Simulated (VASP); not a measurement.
# HfB12 (Fm-3m) in VASP: single point with PBEsol

Aim: the single point of HfB12 with PBEsol.

All numbers are computed with VASP 6.6.1; they aren't measurements. Logs are shortened: lines on timing, memory, paths and dates and some standing lists are left out, and cuts for length are marked.

### Step 1. The cell of the first run

Symmetry: Fm-3m, No. 225, cubic system. Conventional cell: a = 7.370 Å, b = 7.370 Å, c = 7.370 Å, α = 90.00°, β = 90.00°, γ = 90.00°. Within 3.6 Å of Hf (site symmetry m-3m) lie 24 B at 2.74 Å. B (site symmetry mm2) has 5 B at 1.67 to 1.77 Å within 2.2 Å.

### Step 2. Single point, PBEsol

INCAR

```
SYSTEM = HfB12
PREC = Accurate ; ENCUT = 520
EDIFF = 1E-6 ; ISMEAR = -1
SIGMA = 0.1 ; LREAL = .FALSE.
LASPH = .TRUE. ; NELM = 60
ALGO = Normal ; ISIF = 2
LWAVE = .FALSE. ; LCHARG = .FALSE.
GGA = PS ; NBANDS = 35
```

KPOINTS

```
Automatic mesh
0
G
  6 6 6
  0 0 0
```

POSCAR

```
HfB12
1.0
    0.0000000000      3.6850755300      3.6850755300
    3.6850755300      0.0000000000      3.6850755300
    3.6850755300      3.6850755300      0.0000000000
Hf B
1 12
Direct
    0.0000000000      0.0000000000      0.0000000000
    0.5000000000      0.8395695800      0.5000000000
    0.8395695800      0.5000000000      0.5000000000
    0.5000000000      0.8395695800      0.1604304200
    0.1604304200      0.5000000000      0.8395695800
    0.8395695800      0.5000000000      0.1604304200
    0.5000000000      0.5000000000      0.8395695800
    0.1604304200      0.8395695800      0.5000000000
    0.5000000000      0.1604304200      0.8395695800
    0.5000000000      0.5000000000      0.1604304200
    0.8395695800      0.1604304200      0.5000000000
    0.1604304200      0.5000000000      0.5000000000
    0.5000000000      0.1604304200      0.5000000000
```

Potentials or basis: VASP PAW PBE potentials, release 64 (Hf_pv, B).

Started as:

```console
cat potpaw_PBE.64/Hf_pv/POTCAR potpaw_PBE.64/B/POTCAR > POTCAR
mpirun -np 1 vasp_std > vasp.out
```

OUTCAR:

```text
SYSTEM = HfB12
   PREC = Accurate
   ENCUT = 520
   EDIFF = 1E-6
   ISMEAR = -1
   LREAL = .FALSE.
   LASPH = .TRUE.
   NELM = 60
   ISIF = 2
   GGA = PS

 ion  position               nearest neighbor table
   1  0.000  0.000  0.000-   4 2.74   5 2.74   6 2.74   8 2.74   9 2.74  11 2.74   2 2.74   3 2.74
                             8 2.74  11 2.74  12 2.74  13 2.74   3 2.74   5 2.74   6 2.74   7 2.74
   2  0.500  0.840  0.500-  13 1.67   4 1.77   7 1.77   8 1.77   3 1.77   1 2.74   1 2.74
   3  0.840  0.500  0.500-  12 1.67   6 1.77   7 1.77  11 1.77   2 1.77   1 2.74   1 2.74
   4  0.500  0.840  0.160-   9 1.67   6 1.77   8 1.77   2 1.77  10 1.77   1 2.74   1 2.74
   5  0.160  0.500  0.840-   6 1.67   7 1.77   8 1.77   9 1.77  12 1.77   1 2.74   1 2.74
   6  0.840  0.500  0.160-   5 1.67   4 1.77   3 1.77  10 1.77  11 1.77   1 2.74   1 2.74
   7  0.500  0.500  0.840-  10 1.67   3 1.77   5 1.77   9 1.77   2 1.77   1 2.74   1 2.74
   8  0.160  0.840  0.500-  11 1.67   4 1.77   5 1.77   2 1.77  12 1.77   1 2.74   1 2.74
   9  0.500  0.160  0.840-   4 1.67   5 1.77   7 1.77  11 1.77  13 1.77   1 2.74   1 2.74
  10  0.500  0.500  0.160-   7 1.67   6 1.77   4 1.77  12 1.77  13 1.77   1 2.74   1 2.74
  11  0.840  0.160  0.500-   8 1.67   6 1.77   3 1.77   9 1.77  13 1.77   1 2.74   1 2.74
  12  0.160  0.500  0.500-   3 1.67   5 1.77   8 1.77  10 1.77  13 1.77   1 2.74   1 2.74
  13  0.500  0.160  0.500-   2 1.67   9 1.77  10 1.77  11 1.77  12 1.77   1 2.74   1 2.74

  LATTYP: Found a face centered cubic cell.
 ALAT       =     7.3701510600

  Lattice vectors:

 A1 = (   0.0000000000,   3.6850755300,   3.6850755300)
 A2 = (   3.6850755300,   0.0000000000,   3.6850755300)
 A3 = (   3.6850755300,   3.6850755300,   0.0000000000)

Analysis of symmetry for initial positions (statically):
[... 6 lines left out ...]

 Subroutine GETGRP returns: Found 48 space group operations
 (whereof 48 operations were pure point group operations)
 out of a pool of 48 trial point group operations.

The static configuration has the point symmetry O_h .

Analysis of symmetry for dynamics (positions and initial velocities):
[... 6 lines left out ...]

 Subroutine GETGRP returns: Found 48 space group operations
 (whereof 48 operations were pure point group operations)
 out of a pool of 48 trial point group operations.

The dynamic configuration has the point symmetry O_h .

 Subroutine INISYM returns: Found 48 space group operations
 (whereof 48 operations are pure point group operations),
 and found     1 'primitive' translations

----------------------------------------------------------------------------------------

                                     Primitive cell

  volume of cell :     100.0850

  direct lattice vectors                    reciprocal lattice vectors
     0.000000000  3.685075530  3.685075530    -0.135682429  0.135682429  0.135682429
     3.685075530  0.000000000  3.685075530     0.135682429 -0.135682429  0.135682429
     3.685075530  3.685075530  0.000000000     0.135682429  0.135682429 -0.135682429

  length of vectors
     5.211483793  5.211483793  5.211483793     0.235008861  0.235008861  0.235008861

  position of ions in fractional coordinates (direct lattice)
     0.000000000  0.000000000  0.000000000
     0.500000000  0.839569580  0.500000000
     0.839569580  0.500000000  0.500000000
     0.500000000  0.839569580  0.160430420
     0.160430420  0.500000000  0.839569580
     0.839569580  0.500000000  0.160430420
     0.500000000  0.500000000  0.839569580
     0.160430420  0.839569580  0.500000000
     0.500000000  0.160430420  0.839569580
     0.500000000  0.500000000  0.160430420
     0.839569580  0.160430420  0.500000000
     0.160430420  0.500000000  0.500000000
     0.500000000  0.160430420  0.500000000

  ion indices of the primitive-cell ions
   primitive index   ion index
                 1           1
                 2           2
                 3           3
                 4           4
                 5           5
                 6           6
                 7           7
                 8           8
                 9           9
                10          10
                11          11
                12          12
                13          13

----------------------------------------------------------------------------------------

 KPOINTS: Automatic mesh

Automatic generation of k-mesh.
 Grid dimensions read from file:
 generate k-points for:    6    6    6

 Generating k-lattice:

  Cartesian coordinates                     Fractional coordinates (reciprocal lattice)
    -0.022613738  0.022613738  0.022613738     0.166666667  0.000000000  0.000000000
     0.022613738 -0.022613738  0.022613738     0.000000000  0.166666667  0.000000000
     0.022613738  0.022613738 -0.022613738     0.000000000  0.000000000  0.166666667

  Length of vectors
     0.039168144  0.039168144  0.039168144

  Shift w.r.t. Gamma in fractional coordinates (k-lattice)
     0.000000000  0.000000000  0.000000000

 Subroutine IBZKPT returns following result:
 ===========================================

 Found     16 irreducible k-points:

 Following reciprocal coordinates:
            Coordinates               Weight
  0.000000  0.000000  0.000000      1.000000
  0.166667  0.000000  0.000000      8.000000
  0.333333  0.000000  0.000000      8.000000
  0.500000  0.000000  0.000000      4.000000
  0.166667  0.166667  0.000000      6.000000
  0.333333  0.166667  0.000000     24.000000
[... 8 lines left out ...]
 -0.333333  0.333333  0.166667     24.000000
 -0.333333  0.500000  0.166667     12.000000
   k-points           NKPTS =     16   k-points in BZ     NKDIM =     16   number of bands    NBANDS=     35
   number of dos      NEDOS =    301   number of ions     NIONS =     13
   total plane-waves  NPLWV =  64000
   dimension x,y,z NGX =    40 NGY =   40 NGZ =   40
   dimension x,y,z NGXF=    80 NGYF=   80 NGZF=   80
   ions per type =               1  12
   NGX,Y,Z   is equivalent  to a cutoff of  12.76, 12.76, 12.76 a.u.
   NGXF,Y,Z  is equivalent  to a cutoff of  25.52, 25.52, 25.52 a.u.
 SYSTEM =  HfB12
   PREC   = accura    normal or accurate (medium, high low for compatibility)
   ISTART =      0    job   : 0-new  1-cont  2-samecut
   ICHARG =      2    charge: 1-file 2-atom 10-const
   ISPIN  =      1    spin polarized calculation?
   LNONCOLLINEAR =      F non collinear calculations
   LSORBIT =      F    spin-orbit coupling
   LASPH  =      T    aspherical Exc in radial PAW
   ENCUT  =  520.0 eV  38.22 Ry    6.18 a.u.   9.69  9.69  9.69*2*pi/ulx,y,z
   NELM   =     60;   NELMIN=  2; NELMDL= -5     # of ELM steps
   EDIFF  = 0.1E-05   stopping-criterion for ELM
   LREAL  =      F    real-space projection
   EDIFFG = 0.1E-04   stopping-criterion for IOM
   NSW    =      0    number of steps for IOM
   IBRION =     -1    ionic relax: 0-MD 1-quasi-New 2-CG
   NFREE  =      0    steps in history (QN), initial steepest desc. (CG)
   ISIF   =      2    stress and relaxation
   ISYM   =      2    0-nonsym 1-usesym 2-fastsym
   POTIM  = 0.5000    time-step for ionic-motion
   TEBEG  =    0.0;   TEEND  =   0.0 temperature during run
   PSTRESS=    0.0 pullay stress
   NELECT =      46.0000    total number of electrons
   NUPDOWN=      -1.0000    fix difference up-down
   EMIN   =  10.00;   EMAX   =-10.00  energy-range for DOS
   EFERMI =   0.00;   METHOD = LEGACY
   ISMEAR =    -1;   SIGMA  =   0.10  broadening in eV -4-tet -1-fermi 0-gaus
   EFERMI_NEDOS =   21; number of points for ismear=-14 and -15
   IALGO  =     38    algorithm
   IMIX   =      4    mixing-type and parameters
     AMIX     =   0.40;   BMIX     =  1.00
     AMIX_MAG =   1.60;   BMIX_MAG =  1.00
  volume/ion in A,a.u.               =       7.70        51.95
  Fermi-wavevector in a.u.,A,eV,Ry     =   1.263391  2.387462 21.717026  1.596156
  Thomas-Fermi vector in A             =   2.396750
   LORBIT       =      0    0 simple, 1 ext, 2 COOP (PROOUT), +10 PAW based schemes
   GGA     = PS    functional components
   LHFCALC =     F    Hartree Fock is set to
   AEXX    =    0.0000 exact exchange contribution
   IVDW    =     0    specifies the selected vdW correction
   LEPSILON=     F    determine dielectric tensor
   LRPA    =     F    only Hartree local field effects (RPA)
 non-spin polarized calculation
  energy-cutoff  :      520.00
  volume of cell :      100.09
 maximum number of plane-waves:      2733
   NGX = 19   NGY = 19   NGZ = 19

 number of electron      46.0000001 magnetization

 Free energy of the ion-electron system (eV)
  ---------------------------------------------------
  ext. energy  EPLUGINS =         0.00000000
  ---------------------------------------------------
  free energy    TOTEN  =       -97.55491382 eV

  energy without entropy =      -97.49356038  energy(sigma->0) =      -97.52423710

 E-fermi :   6.9572     XC(G=0): -12.1215

 val. band max:        6.8594711837   @ k =   0.5000   0.3333   0.1667
 cond. band min:       6.9911016438   @ k =  -0.3333   0.1667   0.0000
 fundamental gap:      0.1316304600
 Fermi energy:         6.9571744615

 k-point     1 :       0.0000    0.0000    0.0000
  band No.  band energies     occupation
      1     -24.7520      2.00000
      2     -24.7520      2.00000
      3     -24.7520      2.00000
      4      -8.8117      2.00000
      5      -3.4113      2.00000
      6      -3.4113      2.00000
[... 27 lines left out ...]
     34      11.9614      0.00000
     35      12.4571      0.00000

 k-point     2 :       0.1667    0.0000    0.0000
  band No.  band energies     occupation
      1     -24.7530      2.00000
      2     -24.7522      2.00000
      3     -24.7522      2.00000
      4      -8.6491      2.00000
      5      -4.3741      2.00000
      6      -3.6122      2.00000
[... 27 lines left out ...]
     34      12.0412      0.00000
     35      12.6816      0.00000

 k-point     3 :       0.3333    0.0000    0.0000
  band No.  band energies     occupation
      1     -24.7551      2.00000
      2     -24.7525      2.00000
      3     -24.7525      2.00000
      4      -8.2121      2.00000
      5      -5.6161      2.00000
      6      -3.8858      2.00000
[... 27 lines left out ...]
     34      12.8972      0.00000
     35      12.8972      0.00000

 k-point     4 :       0.5000    0.0000    0.0000
  band No.  band energies     occupation
      1     -24.7562      2.00000
      2     -24.7527      2.00000
      3     -24.7527      2.00000
      4      -7.8528      2.00000
      5      -6.2578      2.00000
      6      -3.9923      2.00000
[... 27 lines left out ...]
     34      13.6245      0.00000
     35      13.7766      0.00000

 k-point     5 :       0.1667    0.1667    0.0000
  band No.  band energies     occupation
      1     -24.7530      2.00000
      2     -24.7524      2.00000
      3     -24.7524      2.00000
      4      -8.5980      2.00000
      5      -4.3109      2.00000
      6      -3.8222      2.00000
[... 334 lines left out ...]
 k-point    14 :       0.5000    0.3333    0.1667
  band No.  band energies     occupation
      1     -24.7552      2.00000
      2     -24.7538      2.00000
      3     -24.7530      2.00000
      4      -7.9127      2.00000
      5      -5.5475      2.00000
      6      -4.9006      2.00000
[... 27 lines left out ...]
     34      12.7974      0.00000
     35      13.1171      0.00000

 k-point    15 :      -0.3333    0.3333    0.1667
  band No.  band energies     occupation
      1     -24.7553      2.00000
      2     -24.7543      2.00000
      3     -24.7533      2.00000
      4      -7.6704      2.00000
      5      -5.7852      2.00000
      6      -5.1588      2.00000
[... 27 lines left out ...]
     34      12.8470      0.00000
     35      13.2691      0.00000

 k-point    16 :      -0.3333    0.5000    0.1667
  band No.  band energies     occupation
      1     -24.7555      2.00000
      2     -24.7542      2.00000
      3     -24.7536      2.00000
      4      -7.6144      2.00000
      5      -5.6660      2.00000
      6      -5.0844      2.00000
[... 27 lines left out ...]
     34      12.6872      0.00000
     35      12.8884      0.00000

------------------------ aborting loop because EDIFF is reached ----------------------------------------

  FORCE on cell =-STRESS in cart. coord.  units (eV):
  Direction    XX          YY          ZZ          XY          YZ          ZX
  --------------------------------------------------------------------------------------
  -------------------------------------------------------------------------------------
  Total       -1.2680871     -1.2680871     -1.2680871     -0.0000000     -0.0000000      0.0000000
  in kB      -20.2997408    -20.2997408    -20.2997408     -0.0000000     -0.0000000      0.0000000
  external PRESSURE =     -20.2997408 kB  Pullay stress =       0.0000000 kB

 VOLUME and BASIS-vectors are now :
 -----------------------------------------------------------------------------
  energy-cutoff  :      520.00
  volume of cell :      100.09
      direct lattice vectors                 reciprocal lattice vectors
     0.000000000  3.685075530  3.685075530    -0.135682429  0.135682429  0.135682429
     3.685075530  0.000000000  3.685075530     0.135682429 -0.135682429  0.135682429
     3.685075530  3.685075530  0.000000000     0.135682429  0.135682429 -0.135682429

 POSITION                                       TOTAL-FORCE (eV/Angst)
 -----------------------------------------------------------------------------------
      0.00000      0.00000      0.00000        -0.000000      0.000000      0.000000
      4.93642      3.68508      4.93642        -0.061025      0.000000     -0.061025
      3.68508      4.93642      4.93642        -0.000000     -0.061025     -0.061025
      3.68508      2.43374      4.93642        -0.000000      0.061025     -0.061025
      4.93642      3.68508      2.43374        -0.061025      0.000000      0.061025
      2.43374      3.68508      4.93642         0.061025      0.000000     -0.061025
      4.93642      4.93642      3.68508        -0.061025     -0.061025      0.000000
      4.93642      2.43374      3.68508        -0.061025      0.061025      0.000000
      3.68508      4.93642      2.43374        -0.000000     -0.061025      0.061025
      2.43374      2.43374      3.68508         0.061025      0.061025      0.000000
      2.43374      4.93642      3.68508         0.061025     -0.061025      0.000000
      3.68508      2.43374      2.43374        -0.000000      0.061025      0.061025
      2.43374      3.68508      2.43374         0.061025      0.000000      0.061025
 -----------------------------------------------------------------------------------
    total drift:                               -0.000000     -0.000000     -0.000000

  FREE ENERGIE OF THE ION-ELECTRON SYSTEM (eV)
  ---------------------------------------------------
  free  energy   TOTEN  =       -97.5549138176 eV

  energy  without entropy=      -97.4935603779  energy(sigma->0) =      -97.52423710
```

Wall time 52 s (1 thread of Intel Xeon Platinum 8488C (Sapphire Rapids), shared host); peak memory 0.25 GiB.

What came out:

| Quantity | Value |
| --- | --- |
| Free energy | -97.5549 eV |
| Pressure | -2.0 GPa |
| Largest force | 0.086 eV/Å |
| Band gap on the k mesh | zero (band 23 reaches 9.50 eV, above the bottom of band 24 at 4.99 eV) |

Forces on the atoms (eV/Å):
```
Hf   0.000  0.000  0.000
B   -0.061  0.000 -0.061
B    0.000 -0.061 -0.061
B    0.000  0.061 -0.061
B   -0.061  0.000  0.061
B    0.061  0.000 -0.061
B   -0.061 -0.061  0.000
B   -0.061  0.061  0.000
B    0.000 -0.061  0.061
B    0.061  0.061  0.000
B    0.061 -0.061  0.000
B    0.000  0.061  0.061
B    0.061  0.000  0.061
```

Levels at points of the mesh, in eV from the Fermi level:
| k point | band 19 | band 20 | band 21 | band 22 | band 23 | band 24 | band 25 | band 26 |
| --- | --- | --- | --- | --- | --- | --- | --- | --- |
| (0.00, 0.00, 0.00) | -1.93 | -1.93 | -1.28 | -1.28 | 2.54 | 2.54 | 2.54 | 2.83 |
| (0.50, 0.00, 0.00) | -3.09 | -3.09 | -1.64 | -1.64 | 1.18 | 1.18 | 1.80 | 1.80 |
| (0.50, 0.50, 0.00) | -2.73 | -2.73 | -2.58 | -2.58 | -2.43 | -1.97 | 2.16 | 3.20 |

Caveat: the PAW data sets were made with another functional, which shifts forces and pressure a little; spin-orbit coupling is left out, which moves the levels of the heavy elements.
